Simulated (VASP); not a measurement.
# Mo3H: single point with PBE

Mo3H:

```xyz
4
Lattice="-2.4620 2.4620 2.4620 2.4620 -2.4620 2.4620 2.4620 2.4620 -2.4620" Properties=species:S:1:pos:R:3 pbc="T T T"
H     0.0000    0.0000    0.0000
Mo    2.4620    0.0000    0.0000
Mo    0.0000    2.4620    0.0000
Mo    0.0000    0.0000    2.4620
```

```
Program             : VASP 6.6.1
Task                : single point
Functional          : PBE
Potentials or basis : VASP PAW PBE potentials, release 64 (H, Mo_sv)
Cutoff              : 520 eV
k mesh              : 6 × 6 × 6
Occupations         : gaussian, width 0.2 eV
Spin                : no spin polarisation
```

The pressure is 0.1 GPa.

Levels at points of the mesh, in eV from the Fermi level:
| k point | band 18 | band 19 | band 20 | band 21 | band 22 | band 23 | band 24 | band 25 |
| --- | --- | --- | --- | --- | --- | --- | --- | --- |
| (0.00, 0.00, 0.00) | -4.14 | -3.58 | 1.70 | 1.70 | 1.70 | 2.43 | 2.43 | 3.62 |
| (0.50, 0.00, 0.00) | -1.72 | -1.14 | -1.12 | -0.65 | -0.40 | -0.19 | 0.16 | 0.34 |
| (0.50, 0.50, 0.50) | -3.32 | -3.32 | 0.57 | 0.57 | 0.57 | 0.89 | 0.89 | 0.89 |

Wall time 28 s on 1 thread of Intel(R) Xeon(R) Platinum 8259CL CPU @ 2.50GHz (Skylake/Cascade Lake), with other jobs on the host, peak memory 0.18 GiB.
